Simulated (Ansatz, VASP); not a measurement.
**BeSe2: VASP beside Ansatz**

```xyz
6
Lattice="3.6940 0.0000 0.0000 0.0000 3.6940 0.0000 0.0000 0.0000 11.4721" Properties=species:S:1:pos:R:3 pbc="T T T"
Be    1.8470    1.8470    0.0000
Be    0.0000    0.0000    0.0000
Se    1.8470    0.0000   10.1394
Se    0.0000    1.8470    1.3327
Se    1.8470    1.8470    5.7361
Se    0.0000    0.0000    5.7361
```

Alike in both runs: functional PBE; k mesh 8 × 8 × 4; occupations gaussian, width 0.1 eV; no spin polarisation.

Ansatz relaxed the structure, and its values are those at the end. VASP's run is a single point on that final structure, the one shown.

|  | VASP | Ansatz |
| --- | --- | --- |
| version | VASP 6.6.1 | Ansatz 0.2.0 |
| potentials or method | VASP PAW PBE potentials, release 64 (Be, Se), cutoff 520 eV | scalar-relativistic, plane waves, PAW |
| valence electrons in the cell | 28 | 68 |

|  | VASP | Ansatz | Ansatz less VASP |
| --- | --- | --- | --- |
| gap on the k mesh at the Fermi level (eV) | none | none | - |
| pressure (GPa) | 0.1 | 0.0 | -0.09 |
| rms of the force components (eV/Å) | 0.011 | 0.000 | -0.0105 |

A gap of «none» marks a metal or a gap that the smearing closes. The functional is the same, so the differences come from potentials, cutoffs and numerics. VASP's potentials hold 28 valence electrons a cell and Ansatz's 68, so a difference there can come from the potentials and not from the codes.
